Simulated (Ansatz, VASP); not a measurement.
**Two plane-wave programs on Mg**

Contents of POSCAR:

```
Mg
1.0
    0.0000000000      3.4767687496      3.4767687496
    3.4767687496      0.0000000000      3.4767687496
    3.4767687496      3.4767687496      0.0000000000
Mg
2
Direct
    0.1250000000      0.1250000000      0.1250000000
    0.8750000000      0.8750000000      0.8750000000
```

File INCAR.step1:

```
PREC = Accurate ; ENCUT = 520
ISMEAR = -1 ; SIGMA = 0.1
LREAL = False ; LASPH = True
NELM = 80 ; NBANDS = 9
GGA = PE ; ALGO = Normal
EDIFF = 1E-4 ; LWAVE = True
LCHARG = False
```

The input INCAR.step2:

```
PREC = Accurate ; ENCUT = 520
EDIFF = 1E-7 ; ISMEAR = -1
SIGMA = 0.1 ; LREAL = False
LASPH = True ; NELM = 80
ALGO = Normal ; ISIF = 2
LWAVE = False ; LCHARG = False
METAGGA = R2SCAN ; LMIXTAU = True
NBANDS = 9 ; ISTART = 1
```

KPOINTS

```
Automatic mesh
0
Gamma
  9 9 9
```

Input for Ansatz:

```yaml
crystal:
  lattice:
    - [0.0, 3.4767687496, 3.4767687496]
    - [3.4767687496, 0.0, 3.4767687496]
    - [3.4767687496, 3.4767687496, 0.0]
  atoms:
    - { symbol: Mg, position: [0.125, 0.125, 0.125] }
    - { symbol: Mg, position: [0.875, 0.875, 0.875] }
hamiltonian:
  xc: r2scan
  pseudopotentials:
    kind: paw
    azcp:
      Mg: "pseudopotentials/Mg.paw.azcp"
basis:
  ecutwfc: 500
  fft_grid_basis: typed
kpoints:
  mp_grid: { grid: [9, 9, 9], shift: [0, 0, 0] }
magnetization:
  spin_polarized: false
scf:
  occupations: { method: fermi_dirac, width: 0.1 }
  lower_state_search: "off"
output:
  stress: true
  write_density: true
  write_potential: true
  elf: true
  volumetric_format: npy
```

Alike in both runs: task single point; functional r2SCAN; k mesh 9 × 9 × 9; occupations fermi-dirac, width 0.1 eV; no spin polarisation.

```csv
,VASP,Ansatz
version,VASP 6.6.1,Ansatz 0.2.0
potentials or method,"VASP PAW PBE potentials, release 64 (Mg), cutoff 520 eV","plane waves (500 eV) with PAW, scalar-relativistic"
valence electrons in the cell,4,20
```

|  | VASP | Ansatz | Ansatz less VASP |
| --- | --- | --- | --- |
| pressure (GPa) | -0.5 | -0.5 | +0.06 |

VASP's potentials were made for PBE, not for r2SCAN. VASP's potentials hold 4 valence electrons a cell and Ansatz's 20, so a difference there can come from the potentials and not from the codes.
